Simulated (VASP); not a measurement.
Runs of VASP 6.6.1 on Al16BN15 (a cell with a defect). The structure is that of space group Cm (No. 8), or close to it. The cells are those of the table. 

```tsv
level	k mesh	smearing	mended	grid for exact exchange (PRECFOCK)	share of exact exchange	screening parameter	gap on the mesh (eV)	pressure (GPa)	largest force (eV/Å)
PBE	1 × 1 × 1, shifted	gaussian 0.01 eV	-	-	-	-	0.26	3.9	0.36
PBE	1 × 1 × 1, shifted	gaussian 0.01 eV	yes	-	-	-	-	3.9	0.01
r2SCAN	1 × 1 × 1, shifted	fermi-dirac 0.01 eV	-	-	-	-	(b)	-0.5	0.33
PBE	2 × 2 × 2, shifted	fermi-dirac 0.01 eV	-	-	-	-	(a)	4.4	0.79
HSE06	1 × 1 × 1, shifted	fermi-dirac 0.01 eV	yes	Fast	0.25	0.2079 1/Å	1.66	-1.4	0.26
```

Alike in all rows: task single point; potentials or basis VASP PAW PBE potentials, release 64 (Al, N, B); no spin polarisation; cell a = 6.260, b = 6.260, c = 10.035 Å, angles 90.0, 90.0, 120.0°, 32 atoms; cutoff (eV) 520.

Question: Fill in the values left out.

Answer: (a) none; (b) 0.42.

Caveats: some runs use coarse meshes; the PAW data sets were made with another functional, which shifts forces and pressure a little (at least some runs).

A k mesh can miss the band edges.
